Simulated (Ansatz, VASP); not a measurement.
# Two plane-wave programs on CdF2

File INCAR:

```
SYSTEM = CdF2
  PREC = Accurate
  ENCUT = 520
  EDIFF = 1E-6
  ISMEAR = -1
  SIGMA = 0.02
  LREAL = .False.
  LASPH = .True.
  NELM = 80
  ALGO = Normal
  ISIF = 2
  LWAVE = .False.
  LCHARG = .True.
  GGA = PE
  LELF = .True.
  LVHAR = .True.
  NBANDS = 20
```

Contents of KPOINTS:

```
regular mesh
0
Gamma
  8 8 8
  0 0 0
```

Contents of POSCAR:

```
CdF2
1.0
    0.1631095830      2.7611051209      2.7611051209
    2.7611051209      0.1631095830      2.7611051209
    2.7611051209      2.7611051209      0.1631095830
Cd F
1 2
Direct
    0.0000000000      0.0000000000      0.0000000000
    0.2472295944      0.2472295944      0.2472295944
    0.7527704056      0.7527704056      0.7527704056
```

Input for Ansatz:

```yaml
crystal:
  lattice:
    - [0.163109583, 2.7611051209, 2.7611051209]
    - [2.7611051209, 0.163109583, 2.7611051209]
    - [2.7611051209, 2.7611051209, 0.163109583]
  atoms:
    - { symbol: Cd, position: [0.0, 0.0, 0.0] }
    - { symbol: F, position: [0.2472295944, 0.2472295944, 0.2472295944] }
    - { symbol: F, position: [0.7527704056, 0.7527704056, 0.7527704056] }
kpoints:
  mp_grid: { grid: [8, 8, 8] }
  band_path:
    path:
      - [0.0, 0.0, 0.0]
      - [0.5, 0.0, 0.5]
      - [0.625, 0.25, 0.625]
      - [0.375, 0.375, 0.75]
      - [0.5, 0.5, 0.5]
      - [0.5, 0.25, 0.75]
      - [0.265625, -0.5, -0.270833]
    npoints: 1
hamiltonian:
  xc: pbe
scf:
  occupations: { method: fermi_dirac, width: 0.02 }
  n_extra_bands: 4
output:
  forces: true
  stress: true
  eigenvalues: true
```

Change from the starting cell: epitaxial_111 strain -3.6%.

Alike in both runs: task single point; functional PBE; k mesh 8 × 8 × 8; occupations fermi-dirac, width 0.02 eV; no spin polarisation.

```csv
,VASP,Ansatz
version,VASP 6.6.1,Ansatz 0.2.0
potentials or method,"VASP PAW PBE potentials, release 64 (Cd, F)","plane waves, PAW"
plane-wave cutoff (eV),520,420
valence electrons in the cell,26,34
```

```tsv
	VASP	Ansatz	Ansatz less VASP
gap on the k mesh at the Fermi level (eV)	3.15	3.18	+0.035
pressure (GPa)	9.2	8.3	-0.88
traceless stress, the component that is largest in VASP (GPa)	-1.48	-1.32	+0.166
rms of the force components (eV/Å)	0.033	0.017	-0.0161
```

Atom by atom the forces differ by 0.016 eV/Å (rms over components). VASP's potentials hold 26 valence electrons a cell and Ansatz's 34, so a difference there can come from the potentials and not from the codes.
